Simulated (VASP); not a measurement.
A run of VASP 6.6.1 is set up as follows.

The input INCAR:

```
SYSTEM = MoSe
  ALGO = Normal
  EDIFF = 1E-6
  ENCUT = 500
  GGA = PE
  GGA_COMPAT = .FALSE.
  ISIF = 2
  ISMEAR = 0
  ISPIN = 2
  LASPH = .TRUE.
  LCHARG = .FALSE.
  LDAU = .TRUE.
  LDAUJ = 0 0
  LDAUL = 2 -1
  LDAUPRINT = 1
  LDAUTYPE = 2
  LDAUU = 4.38 0
  LMAXMIX = 4
  LORBIT = 11
  LREAL = .FALSE.
  LWAVE = .FALSE.
  MAGMOM = 2 -2 0 0
  NBANDS = 32
  NELM = 200
  PREC = Accurate
  SIGMA = 0.1
```

Contents of KPOINTS:

```
k-points
0
G
  12 12 6
  0 0 0
```

POSCAR

```
MoSe
1.0
    0.0000000000      2.6586320872      2.6586320872
    5.3172641743      2.6586320872      2.6586320872
    5.3172641743      5.3172641743      0.0000000000
Mo Se
2 2
Direct
    0.0000000000      0.0000000000      1.0000000000
    0.0000000000      0.0000000000      0.5000000000
    0.5000000000      0.5000000000      0.0000000000
    0.5000000000      0.5000000000      0.5000000000
```

Potentials or basis: VASP PAW PBE potentials, release 64 (Mo_sv, Se).

The run is started by

```console
$ cat potpaw_PBE.64/Mo_sv/POTCAR potpaw_PBE.64/Se/POTCAR > POTCAR
$ mpirun -np 1 vasp_std > vasp.out
```

Task: What does it give for the site moments?

Result: Mo +3.29, -3.29; Se +0.00, -0.00 μB.

Task: Estimate the net moment.

Result: 0.00 μB per cell.

Eigenvalues of the final occupation matrices:
```
    site  spin  trace               eigenvalues
site 1 d     1   3.65  0.57 0.61 0.82 0.82 0.84
site 1 d     2   0.41  0.04 0.04 0.06 0.14 0.14
site 2 d     1   0.41  0.04 0.04 0.06 0.14 0.14
site 2 d     2   3.65  0.57 0.61 0.82 0.82 0.84
```
